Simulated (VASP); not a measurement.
Write the native input for VASP 6.6.1 that does the following.

| Quantity | Value |
| --- | --- |
| Task | relaxation of the atoms |
| Functional | PBE |
| Potentials or basis | VASP PAW PBE potentials, release 64 (Sn_d, Se) |
| Cutoff | 520 eV |
| k mesh | 9 × 9 × 1 |
| Occupations | gaussian, width 0.05 eV |
| Spin | no spin polarisation |
| Dipole correction | yes |
| Further INCAR settings | ALGO = Fast; EDIFF = 1e-06; IBRION = 2; EDIFFG = -0.02; NSW = 80 |

The structure of Sn4Se3 lies in POSCAR:

```
Sn4Se3
1.0
    4.2862138182      0.0000000000      0.0000000000
   -2.1431069091      3.7119700526      0.0000000000
    0.0000000000      0.0000000000     25.4990367830
Sn Se
4 3
Direct
    0.6666666667      0.3333333333      0.2941287572
    0.3333333333      0.6666666667      0.4313762524
    0.0000000000      0.0000000000      0.5686237476
    0.6666666667      0.3333333333      0.7058712428
    0.0000000000      0.0000000000      0.3627525048
    0.6666666667      0.3333333333      0.5000000000
    0.3333333333      0.6666666667      0.6372474952
```

The input as run:

INCAR

```
  PREC = Accurate
  ENCUT = 520
  EDIFF = 1E-6
  ISMEAR = 0
  SIGMA = 0.05
  LREAL = F
  LASPH = T
  NELM = 80
  ALGO = Fast
  ISIF = 2
  LWAVE = F
  LCHARG = F
  LDIPOL = T
  IDIPOL = 3
  DIPOL = 0.5 0.5 0.500
  GGA = PE
  IBRION = 2
  NSW = 80
  EDIFFG = -0.02
  KPAR = 4
```

KPOINTS

```
regular mesh
0
Gamma
  9 9 1
```

Potentials or basis: VASP PAW PBE potentials, release 64 (Sn_d, Se).

Run with:

```console
$ cat potpaw_PBE.64/Sn_d/POTCAR potpaw_PBE.64/Se/POTCAR > POTCAR
$ mpirun -np 4 vasp_std > vasp.out
```

It gave:

| Quantity | Value |
| --- | --- |
| Energy gained by relaxing | 13.9 meV/atom |
| Ionic steps | 14 |
| Largest force after relaxing | 0.008 eV/Å |
| Band gap on the k mesh | zero (bands 37 and 38 overlap by 0.34 eV) |

Caveat: spin-orbit coupling is left out, which moves the levels of the heavy elements.

Run time: 16 min on 4 MPI ranks on Oxide Virtual Turin-like Processor, on a shared host, peak memory 0.58 GiB a rank.
